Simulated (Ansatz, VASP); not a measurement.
## KHfS2: VASP beside Ansatz

The input INCAR:

```
SYSTEM = KHfS2
  PREC = Accurate
  ENCUT = 520
  EDIFF = 1E-6
  ISMEAR = 0
  SIGMA = 0.1
  LREAL = .FALSE.
  LASPH = .TRUE.
  NELM = 60
  ALGO = Normal
  ISIF = 2
  LWAVE = .FALSE.
  LCHARG = .FALSE.
  GGA = PE
  NBANDS = 24
```

Contents of KPOINTS:

```
Automatic mesh
0
G
  6 6 2
  0 0 0
```

File POSCAR:

```
KHfS2
1.0
    3.6442089000      0.0000000000      0.0000000000
   -1.8221045000      3.1559775000      0.0000000000
    0.0000000000      0.0000000000      7.6687698000
K Hf S
1 1 2
Direct
    0.0000000000      0.0000000000      0.5000000000
    0.6666667000      0.3333333000      0.0000000000
    0.3333333000      0.6666667000      0.2022440000
    0.3333333000      0.6666667000      0.7977560000
```

Input for Ansatz:

```yaml
crystal:
  lattice:
    - [3.6442089, 0.0, 0.0]
    - [-1.8221045, 3.1559775, 0.0]
    - [0.0, 0.0, 7.6687698]
  atoms:
    - { symbol: K, position: [0.0, 0.0, 0.5] }
    - { symbol: Hf, position: [0.6666667, 0.3333333, 0.0] }
    - { symbol: S, position: [0.3333333, 0.6666667, 0.202244] }
    - { symbol: S, position: [0.3333333, 0.6666667, 0.797756] }
basis:
  ecutwfc: 420
kpoints:
  mp_grid: { grid: [6, 6, 2] }
hamiltonian:
  xc: pbe
scf:
  occupations: { method: gaussian, width: 0.1 }
  lower_state_search: "off"
output:
  forces: true
  stress: true
  eigenvalues: true
```

Alike in both runs: task single point; functional PBE; k mesh 6 × 6 × 2; occupations gaussian, width 0.1 eV; no spin polarisation.

|  | VASP | Ansatz |
| --- | --- | --- |
| version | VASP 6.6.1 | Ansatz 0.2.0 |
| potentials or method | VASP PAW PBE potentials, release 64 (K_sv, Hf_pv, S), cutoff 520 eV | scalar-relativistic, plane waves, PAW |
| valence electrons in the cell | 31 | 47 |

```tsv
	VASP	Ansatz	Ansatz less VASP
gap on the k mesh at the Fermi level (eV)	none	none	-
pressure (GPa)	-0.3	0.0	+0.31
traceless stress, the component that is largest in VASP (GPa)	0.06	0.00	-0.057
rms of the force components (eV/Å)	0.025	0.002	-0.0228
```

Atom by atom the forces differ by 0.027 eV/Å (rms over components). A gap of «none» marks a metal or a gap that the smearing closes. With one functional, cell and mesh, what is left measures potentials, basis and numerics. VASP's potentials hold 31 valence electrons a cell and Ansatz's 47, so a difference there can come from the potentials and not from the codes.

The k mesh is coarse, so the values compare programs but aren't converged. Neither program's run includes spin-orbit coupling.
